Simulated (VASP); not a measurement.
# BN (P6_3/mmc) in VASP: notebook

The runs below take BN through single point, with r2SCAN.

Everything below comes from runs of VASP 6.6.1. Logs are shortened: lines on timing, memory, paths and dates and some standing lists are left out, and cuts for length are marked.

## 1. The cell of the first run

Symmetry: P6_3/mmc, No. 194, hexagonal system. Conventional cell: a = 2.629 Å, b = 2.629 Å, c = 6.328 Å, α = 90.00°, β = 90.00°, γ = 120.00°. Within 2.0 Å of B (site symmetry -6m2) lie 3 N at 1.52 Å. N (site symmetry -6m2) has 3 B at 1.52 Å within 2.0 Å.

## 2. Single point, r2SCAN (strain +0.050 along x and y, -0.050 along z)

POSCAR

```
BN
1.0
    2.6291912895      0.0000000000      0.0000000000
   -1.3145956448      2.2769464481      0.0000000000
    0.0000000000      0.0000000000      6.3281400000
B N
2 2
Direct
    0.3333333333      0.6666666667      0.2500000000
    0.6666666667      0.3333333333      0.7500000000
    0.3333333333      0.6666666667      0.7500000000
    0.6666666667      0.3333333333      0.2500000000
```

INCAR.step1

```
SYSTEM = BN
PREC     = Accurate       ! precision mode
ENCUT    = 520            ! plane-wave cutoff, eV
ISMEAR   = 0              ! smearing method
SIGMA    = 0.05           ! smearing width, eV
LREAL    = .FALSE.        ! projectors in reciprocal space
LASPH    = .TRUE.         ! aspherical terms in the spheres
NELM     = 60             ! most SCF steps
NBANDS   = 16             ! bands
GGA      = PE             ! functional
ALGO     = Normal         ! electronic algorithm
EDIFF    = 1E-4           ! SCF threshold, eV
LWAVE    = .TRUE.         ! write WAVECAR
LCHARG   = .FALSE.        ! write CHGCAR
```

INCAR.step2

```
SYSTEM = BN
PREC     = Accurate       ! precision mode
ENCUT    = 520            ! plane-wave cutoff, eV
EDIFF    = 1E-6           ! SCF threshold, eV
ISMEAR   = 0              ! smearing method
SIGMA    = 0.05           ! smearing width, eV
LREAL    = .FALSE.        ! projectors in reciprocal space
LASPH    = .TRUE.         ! aspherical terms in the spheres
NELM     = 60             ! most SCF steps
ALGO     = Normal         ! electronic algorithm
ISIF     = 2              ! what is computed and relaxed
LWAVE    = .FALSE.        ! write WAVECAR
LCHARG   = .FALSE.        ! write CHGCAR
METAGGA  = R2SCAN         ! meta-GGA
LMIXTAU  = .TRUE.       
NBANDS   = 16             ! bands
ISTART   = 1
```

KPOINTS

```
regular mesh
0
G
  12 12 4
  0 0 0
```

Potentials or basis: VASP PAW PBE potentials, release 64 (B, N).

Started as:

```sh
$ cat potpaw_PBE.64/B/POTCAR potpaw_PBE.64/N/POTCAR > POTCAR
$ cp INCAR.step1 INCAR
$ mpirun -np 1 vasp_std > vasp.out
$ cp INCAR.step2 INCAR
$ mpirun -np 1 vasp_std > vasp.out
```

OUTCAR:

```text
SYSTEM = BN
   PREC = Accurate
   ENCUT = 520
   EDIFF = 1E-6
   ISMEAR = 0
   LREAL = .FALSE.
   LASPH = .TRUE.
   NELM = 60
   ISIF = 2
   METAGGA = R2SCAN
   ISTART = 1

 ion  position               nearest neighbor table
   1  0.333  0.667  0.250-   4 1.52   4 1.52   4 1.52
   2  0.667  0.333  0.750-   3 1.52   3 1.52   3 1.52
   3  0.333  0.667  0.750-   2 1.52   2 1.52   2 1.52
   4  0.667  0.333  0.250-   1 1.52   1 1.52   1 1.52

  LATTYP: Found a hexagonal cell.
 ALAT       =     2.6291912895
 C/A-ratio  =     2.4068769835

  Lattice vectors:

 A1 = (   2.6291912895,   0.0000000000,   0.0000000000)
 A2 = (  -1.3145956448,   2.2769464481,   0.0000000000)
 A3 = (   0.0000000000,   0.0000000000,   6.3281400000)

Analysis of symmetry for initial positions (statically):
=====================================================================
 Subroutine PRICEL returns:
 Original cell was already a primitive cell.

 Routine SETGRP: Setting up the symmetry group for a
 hexagonal supercell.

 Subroutine GETGRP returns: Found 24 space group operations
 (whereof 12 operations were pure point group operations)
 out of a pool of 24 trial point group operations.

The static configuration has the point symmetry D_3d.
 The point group associated with its full space group is D_6h.

Analysis of symmetry for dynamics (positions and initial velocities):
=====================================================================
 Subroutine PRICEL returns:
 Original cell was already a primitive cell.

 Routine SETGRP: Setting up the symmetry group for a
 hexagonal supercell.

 Subroutine GETGRP returns: Found 24 space group operations
 (whereof 12 operations were pure point group operations)
 out of a pool of 24 trial point group operations.

The dynamic configuration has the point symmetry D_3d.
 The point group associated with its full space group is D_6h.

 Subroutine INISYM returns: Found 24 space group operations
 (whereof 12 operations are pure point group operations),
 and found     1 'primitive' translations

----------------------------------------------------------------------------------------

                                     Primitive cell

  volume of cell :      37.8836

  direct lattice vectors                    reciprocal lattice vectors
     2.629191290  0.000000000  0.000000000     0.380345091  0.219592341  0.000000000
    -1.314595645  2.276946448  0.000000000     0.000000000  0.439184681  0.000000000
     0.000000000  0.000000000  6.328140000     0.000000000  0.000000000  0.158024317

  length of vectors
     2.629191290  2.629191290  6.328140000     0.439184681  0.439184681  0.158024317

  position of ions in fractional coordinates (direct lattice)
     0.333333333  0.666666667  0.250000000
     0.666666667  0.333333333  0.750000000
     0.333333333  0.666666667  0.750000000
     0.666666667  0.333333333  0.250000000

  ion indices of the primitive-cell ions
   primitive index   ion index
                 1           1
                 2           2
                 3           3
                 4           4

----------------------------------------------------------------------------------------

 KPOINTS: regular mesh

Automatic generation of k-mesh.
 Grid dimensions read from file:
 generate k-points for:   12   12    4

 Generating k-lattice:

  Cartesian coordinates                     Fractional coordinates (reciprocal lattice)
     0.031695424  0.018299362  0.000000000     0.083333333  0.000000000  0.000000000
     0.000000000  0.036598723  0.000000000     0.000000000  0.083333333  0.000000000
     0.000000000  0.000000000  0.039506079     0.000000000  0.000000000  0.250000000

  Length of vectors
     0.036598723  0.036598723  0.039506079

  Shift w.r.t. Gamma in fractional coordinates (k-lattice)
     0.000000000  0.000000000  0.000000000

 Subroutine IBZKPT returns following result:
 ===========================================

 Found     57 irreducible k-points:

 Following reciprocal coordinates:
            Coordinates               Weight
  0.000000  0.000000  0.000000      1.000000
  0.083333  0.000000  0.000000      6.000000
  0.166667  0.000000  0.000000      6.000000
  0.250000  0.000000  0.000000      6.000000
  0.333333  0.000000  0.000000      6.000000
  0.416667  0.000000  0.000000      6.000000
[... 16 lines left out ...]
  0.250000  0.000000  0.250000     12.000000
  0.333333  0.000000  0.250000     12.000000
 [... further k-points ...]
   k-points           NKPTS =     57   k-points in BZ     NKDIM =     57   number of bands    NBANDS=     16
   number of dos      NEDOS =    301   number of ions     NIONS =      4
   total plane-waves  NPLWV =  19200
   dimension x,y,z NGX =    20 NGY =   20 NGZ =   48
   dimension x,y,z NGXF=    40 NGYF=   40 NGZF=   96
   ions per type =               2   2
   NGX,Y,Z   is equivalent  to a cutoff of  12.65, 12.65, 12.61 a.u.
   NGXF,Y,Z  is equivalent  to a cutoff of  25.29, 25.29, 25.22 a.u.
 SYSTEM =  BN
   PREC   = accura    normal or accurate (medium, high low for compatibility)
   ISTART =      1    job   : 0-new  1-cont  2-samecut
   ICHARG =      0    charge: 1-file 2-atom 10-const
   ISPIN  =      1    spin polarized calculation?
   LNONCOLLINEAR =      F non collinear calculations
   LSORBIT =      F    spin-orbit coupling
   LASPH  =      T    aspherical Exc in radial PAW
   ENCUT  =  520.0 eV  38.22 Ry    6.18 a.u.   4.89  4.89 11.77*2*pi/ulx,y,z
   NELM   =     60;   NELMIN=  2; NELMDL=  0     # of ELM steps
   EDIFF  = 0.1E-05   stopping-criterion for ELM
   LREAL  =      F    real-space projection
   EDIFFG = 0.1E-04   stopping-criterion for IOM
   NSW    =      0    number of steps for IOM
   IBRION =     -1    ionic relax: 0-MD 1-quasi-New 2-CG
   NFREE  =      0    steps in history (QN), initial steepest desc. (CG)
   ISIF   =      2    stress and relaxation
   ISYM   =      2    0-nonsym 1-usesym 2-fastsym
   POTIM  = 0.5000    time-step for ionic-motion
   TEBEG  =    0.0;   TEEND  =   0.0 temperature during run
   PSTRESS=    0.0 pullay stress
   NELECT =      16.0000    total number of electrons
   NUPDOWN=      -1.0000    fix difference up-down
   EMIN   =  10.00;   EMAX   =-10.00  energy-range for DOS
   EFERMI =   0.00;   METHOD = LEGACY
   ISMEAR =     0;   SIGMA  =   0.05  broadening in eV -4-tet -1-fermi 0-gaus
   EFERMI_NEDOS =   21; number of points for ismear=-14 and -15
   IALGO  =     38    algorithm
   IMIX   =      4    mixing-type and parameters
     AMIX     =   0.40;   BMIX     =  1.00
     AMIX_MAG =   1.60;   BMIX_MAG =  1.00
  volume/ion in A,a.u.               =       9.47        63.91
  Fermi-wavevector in a.u.,A,eV,Ry     =   1.228281  2.321115 20.526765  1.508675
  Thomas-Fermi vector in A             =   2.363213
   LORBIT       =      0    0 simple, 1 ext, 2 COOP (PROOUT), +10 PAW based schemes
   METAGGA = R2SCAN    functional components
   LHFCALC =     F    Hartree Fock is set to
   AEXX    =    0.0000 exact exchange contribution
   IVDW    =     0    specifies the selected vdW correction
   LEPSILON=     F    determine dielectric tensor
   LRPA    =     F    only Hartree local field effects (RPA)
 non-spin polarized calculation
 Gauss-broadening in eV      SIGMA  =   0.05
  energy-cutoff  :      520.00
  volume of cell :       37.88
 maximum number of plane-waves:      1044
 NGX is ok and might be reduce to    20
   NGX =  9   NGY =  9   NGZ = 23

 number of electron      15.9999997 magnetization

 Free energy of the ion-electron system (eV)
  ---------------------------------------------------
  ext. energy  EPLUGINS =         0.00000000
  ---------------------------------------------------
  free energy    TOTEN  =       -38.01939685 eV

  energy without entropy =      -38.01939685  energy(sigma->0) =      -38.01939685

 E-fermi :   2.1374     XC(G=0): -10.7217

 val. band max:        1.8780685089   @ k =   0.3333   0.2500   0.0000
 cond. band min:       6.3875902683   @ k =   0.5000   0.0000   0.0000
 fundamental gap:      4.5095217594
 Fermi energy:         2.1374380798

 k-point     1 :       0.0000    0.0000    0.0000
  band No.  band energies     occupation
      1     -16.1864      2.00000
      2     -15.7520      2.00000
      3      -4.1031      2.00000
      4      -1.2658      2.00000
      5       0.3068      2.00000
      6       0.3068      2.00000
[... 8 lines left out ...]
     15      13.0780      0.00000
     16      14.3595      0.00000

 k-point     2 :       0.0833    0.0000    0.0000
  band No.  band energies     occupation
      1     -16.0589      2.00000
      2     -15.6307      2.00000
      3      -3.9299      2.00000
      4      -1.1178      2.00000
      5      -0.2537      2.00000
      6      -0.1758      2.00000
[... 8 lines left out ...]
     15      13.6150      0.00000
     16      13.8694      0.00000

 k-point     3 :       0.1667    0.0000    0.0000
  band No.  band energies     occupation
      1     -15.6844      2.00000
      2     -15.2757      2.00000
      3      -3.4169      2.00000
      4      -1.6520      2.00000
      5      -1.5586      2.00000
      6      -0.6858      2.00000
[... 8 lines left out ...]
     15      14.8791      0.00000
     16      15.0786      0.00000

 k-point     4 :       0.2500    0.0000    0.0000
  band No.  band energies     occupation
      1     -15.0925      2.00000
      2     -14.7192      2.00000
      3      -3.3914      2.00000
      4      -3.2664      2.00000
      5      -2.5892      2.00000
      6      -1.1741      2.00000
[... 8 lines left out ...]
     15      16.9684      0.00000
     16      17.1505      0.00000

 k-point     5 :       0.3333    0.0000    0.0000
  band No.  band energies     occupation
      1     -14.3540      2.00000
      2     -14.0398      2.00000
      3      -5.0822      2.00000
      4      -4.9316      2.00000
      5      -1.7527      2.00000
      6      -1.6284      2.00000
[... 8 lines left out ...]
     15      17.7139      0.00000
     16      19.2848      0.00000

 k-point     6 :       0.4167    0.0000    0.0000
  band No.  band energies     occupation
      1     -13.6358      2.00000
      2     -13.4184      2.00000
      3      -6.3817      2.00000
      4      -6.2327      2.00000
      5      -2.1333      2.00000
      6      -2.0039      2.00000
[... 8 lines left out ...]
     15      17.2351      0.00000
     16      21.2748      0.00000
[... 267 lines left out ...]
 k-point    21 :       0.0833    0.0000    0.2500
  band No.  band energies     occupation
      1     -16.0005      2.00000
      2     -15.6982      2.00000
      3      -3.5961      2.00000
      4      -1.6509      2.00000
      5      -0.2392      2.00000
      6      -0.1784      2.00000
[... 8 lines left out ...]
     15      13.5822      0.00000
     16      13.7833      0.00000

 k-point    22 :       0.1667    0.0000    0.2500
  band No.  band energies     occupation
      1     -15.6285      2.00000
      2     -15.3398      2.00000
      3      -3.0998      2.00000
      4      -1.6429      2.00000
      5      -1.6120      2.00000
      6      -1.1277      2.00000
[... 8 lines left out ...]
     15      14.9065      0.00000
     16      15.0474      0.00000

 k-point    23 :       0.2500    0.0000    0.2500
  band No.  band energies     occupation
      1     -15.0411      2.00000
      2     -14.7774      2.00000
      3      -3.3954      2.00000
      4      -3.2965      2.00000
      5      -2.2486      2.00000
      6      -1.1574      2.00000
[... 8 lines left out ...]
     15      16.9918      0.00000
     16      17.1200      0.00000

 k-point    24 :       0.3333    0.0000    0.2500
  band No.  band energies     occupation
      1     -14.3102      2.00000
      2     -14.0882      2.00000
      3      -5.0687      2.00000
      4      -4.9610      2.00000
      5      -1.7348      2.00000
      6      -1.6469      2.00000
[... 8 lines left out ...]
     15      18.4749      0.00000
     16      19.3019      0.00000

 [... further k-points ...]
[... 5 lines left out ...]
  --------------------------------------------------------------------------------------
  -------------------------------------------------------------------------------------
  Total      -10.8767199    -10.8767199      0.5056712      0.0000000     -0.0000000     -0.0000000
  in kB     -459.9995922   -459.9995922     21.3859097      0.0000000     -0.0000000     -0.0000000
  external PRESSURE =    -299.5377582 kB  Pullay stress =       0.0000000 kB

 VOLUME and BASIS-vectors are now :
 -----------------------------------------------------------------------------
  energy-cutoff  :      520.00
  volume of cell :       37.88
      direct lattice vectors                 reciprocal lattice vectors
     2.629191290  0.000000000  0.000000000     0.380345091  0.219592341  0.000000000
    -1.314595645  2.276946448  0.000000000     0.000000000  0.439184681  0.000000000
     0.000000000  0.000000000  6.328140000     0.000000000  0.000000000  0.158024317

 POSITION                                       TOTAL-FORCE (eV/Angst)
 -----------------------------------------------------------------------------------
     -0.00000      1.51796      1.58204         0.000000     -0.000000      0.000000
      1.31460      0.75898      4.74611        -0.000000      0.000000      0.000000
     -0.00000      1.51796      4.74611         0.000000      0.000000      0.000000
      1.31460      0.75898      1.58204         0.000000     -0.000000      0.000000
 -----------------------------------------------------------------------------------
    total drift:                               -0.000000      0.000000     -0.000000

  FREE ENERGIE OF THE ION-ELECTRON SYSTEM (eV)
  ---------------------------------------------------
  free  energy   TOTEN  =       -38.0193968484 eV

  energy  without entropy=      -38.0193968484  energy(sigma->0) =      -38.01939685
```

Run time: 2.7 min. Hardware: 1 thread of Intel Xeon 8259CL, shared host; peak memory 0.17 GiB.

Results:

```
Free energy            : -38.0194 eV
Pressure               : -30.0 GPa
Band gap on the k mesh : 4.51 eV (least direct gap 4.77 eV)
```

Caveat: the cell differs from its parent crystal (strain +0.050 along x and y, -0.050 along z); the stress differs along the axes, from -46 to 2 GPa; the PAW data sets were made with another functional, which shifts forces and pressure a little. A k mesh can miss the band edges.

## 3. Single point, r2SCAN (strain +0.025 along x and y, +0.000 along z)

POSCAR

```
BN
1.0
    2.5665914969      0.0000000000      0.0000000000
   -1.2832957485      2.2227334374      0.0000000000
    0.0000000000      0.0000000000      6.6612000000
B N
2 2
Direct
    0.3333333333      0.6666666667      0.2500000000
    0.6666666667      0.3333333333      0.7500000000
    0.3333333333      0.6666666667      0.7500000000
    0.6666666667      0.3333333333      0.2500000000
```

INCAR.step1

```
SYSTEM = BN
ALGO = Normal
EDIFF = 1E-4
ENCUT = 520
GGA = PE
ISMEAR = 0
LASPH = .True.
LCHARG = .False.
LREAL = .False.
LWAVE = .True.
NBANDS = 16
NELM = 80
PREC = Accurate
SIGMA = 0.05
```

INCAR.step2

```
SYSTEM = BN
ALGO = Normal
EDIFF = 1E-6
ENCUT = 520
ISIF = 2
ISMEAR = 0
ISTART = 1
LASPH = .True.
LCHARG = .False.
LMIXTAU = .True.
LREAL = .False.
LWAVE = .False.
METAGGA = R2SCAN
NBANDS = 16
NELM = 80
PREC = Accurate
SIGMA = 0.05
```

KPOINTS

```
k-points
0
Gamma
  12 12 4
  0 0 0
```

Potentials or basis: VASP PAW PBE potentials, release 64 (B, N).

Started as:

```sh
$ cat potpaw_PBE.64/B/POTCAR potpaw_PBE.64/N/POTCAR > POTCAR
$ cp INCAR.step1 INCAR
$ mpirun -np 1 vasp_std > vasp.out
$ cp INCAR.step2 INCAR
$ mpirun -np 1 vasp_std > vasp.out
```

It took 2.9 min on 1 thread of Intel Xeon 8259CL, shared host; peak memory 0.17 GiB.

Results (log left out):

```
Free energy            : -38.4431 eV
Pressure               : -16.5 GPa
Band gap on the k mesh : 4.73 eV (least direct gap 5.11 eV)
```

Stress tensor (GPa, compression positive):
```
-24.97   0.00   0.00
  0.00 -24.97   0.00
  0.00   0.00   0.49
```

Levels at points of the mesh, in eV from the valence-band top:
```tsv
k point	band 6	band 7	band 8	band 9	band 10	band 11
(0.00, 0.00, 0.00)	-1.44	-1.40	-1.40	5.58	10.75	11.66
(0.50, 0.00, 0.00)	-4.11	-1.40	-0.38	4.73	6.13	9.50
(0.00, 0.00, 0.50)	-1.42	-1.42	-1.42	7.95	7.95	11.73
(0.50, 0.00, 0.50)	-4.14	-0.86	-0.86	5.18	5.18	9.83
```

Caveat: the cell differs from its parent crystal (strain +0.025 along x and y, +0.000 along z); the stress differs along the axes, from -25 to 0 GPa; the PAW data sets were made with another functional, which shifts forces and pressure a little. A k mesh can miss the band edges.
